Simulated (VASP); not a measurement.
A run of VASP 6.6.1 is set up as follows.

Contents of INCAR:

```
SYSTEM = TiGeSe4
ALGO = Normal
EDIFF = 1E-6
ENCUT = 520
GGA = PE
ISIF = 2
ISMEAR = 0
LASPH = .True.
LCHARG = .True.
LELF = .True.
LREAL = .False.
LVHAR = .True.
LWAVE = .False.
NBANDS = 34
NELM = 60
PREC = Accurate
SIGMA = 0.1
```

The input KPOINTS:

```
k-points
0
Gamma
  12 12 8
  0 0 0
```

Contents of POSCAR:

```
TiGeSe4
1.0
    4.9839301001      0.0000000000      0.0000000000
   -2.4919650501      4.3162100774      0.0000000000
    0.0000000000      0.0000000000      5.6015192908
Ti Ge Se
1 1 4
Direct
    0.0000000000      0.0000000000      0.5000000000
    0.0000000000      0.0000000000      0.0000000000
    0.3333333333      0.6666666667      0.7352102444
    0.3333333333      0.6666666667      0.2647897556
    0.6666666667      0.3333333333      0.7352102444
    0.6666666667      0.3333333333      0.2647897556
```

Potentials or basis: VASP PAW PBE potentials, release 64 (Ti_sv, Ge_d, Se).

Command:

```sh
$ cat potpaw_PBE.64/Ti_sv/POTCAR potpaw_PBE.64/Ge_d/POTCAR potpaw_PBE.64/Se/POTCAR > POTCAR
$ mpirun -np 1 vasp_std > vasp.out
```

Problem. Estimate the largest force.

Solution. 0.010 eV/Å.

Problem. Predict the pressure.

Solution. 0.1 GPa.

Problem. Predict the band gap on the k mesh.

Solution. Zero (bands 25 and 26 overlap by 2.29 eV).

Forces in eV/Å, atoms in the order of the input:
```
Ti   0.000  0.000  0.000
Ge   0.000  0.000  0.000
Se   0.000  0.000  0.010
Se   0.000  0.000 -0.010
Se   0.000  0.000  0.010
Se   0.000  0.000 -0.010
```
